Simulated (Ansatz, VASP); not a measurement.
Two plane-wave programs on InSe

File INCAR:

```
PREC = Accurate
ENCUT = 520
EDIFF = 1E-6
ISMEAR = 0
SIGMA = 0.1
LREAL = F
LASPH = T
NELM = 80
ALGO = Normal
ISIF = 2
LWAVE = F
LCHARG = T
GGA = PE
LELF = T
LVHAR = T
NBANDS = 16
```

File KPOINTS:

```
regular mesh
0
Gamma
  6 6 6
```

POSCAR

```
InSe
1.0
    0.0000000000      2.9821716100      2.9821716100
    2.9821716100      0.0000000000      2.9821716100
    2.9821716100      2.9821716100      0.0000000000
In Se
1 1
Direct
    0.0000000000      0.0000000000      0.0000000000
    0.5000000000      0.5000000000      0.5000000000
```

Input for Ansatz:

```yaml
crystal:
  lattice:
    - [0.0, 2.98217161, 2.98217161]
    - [2.98217161, 0.0, 2.98217161]
    - [2.98217161, 2.98217161, 0.0]
  atoms:
    - { symbol: In, position: [0.0, 0.0, 0.0] }
    - { symbol: Se, position: [0.5, 0.5, 0.5] }
basis:
  ecutwfc: 420
kpoints:
  mp_grid: { grid: [6, 6, 6] }
hamiltonian:
  xc: pbe
scf:
  occupations: { method: gaussian, width: 0.1 }
  lower_state_search: "off"
output:
  forces: true
  stress: true
  eigenvalues: true
```

Change from the starting cell: species swapped into the TmP type (Fm-3m, No. 225).

Alike in both runs: task single point; functional PBE; k mesh 6 × 6 × 6; occupations gaussian, width 0.1 eV; no spin polarisation.

|  | VASP | Ansatz |
| --- | --- | --- |
| version | VASP 6.6.1 | Ansatz 0.2.0 |
| potentials or method | VASP PAW PBE potentials, release 64 (In_d, Se), cutoff 520 eV | scalar-relativistic, plane waves, PAW |
| valence electrons in the cell | 19 | 29 |

|  | VASP | Ansatz | Ansatz less VASP |
| --- | --- | --- | --- |
| gap on the k mesh at the Fermi level (eV) | none | none | - |
| pressure (GPa) | -0.6 | -0.6 | +0.01 |

A gap of «none» marks a metal or a gap that the smearing closes. VASP's potentials hold 19 valence electrons a cell and Ansatz's 29, so a difference there can come from the potentials and not from the codes.
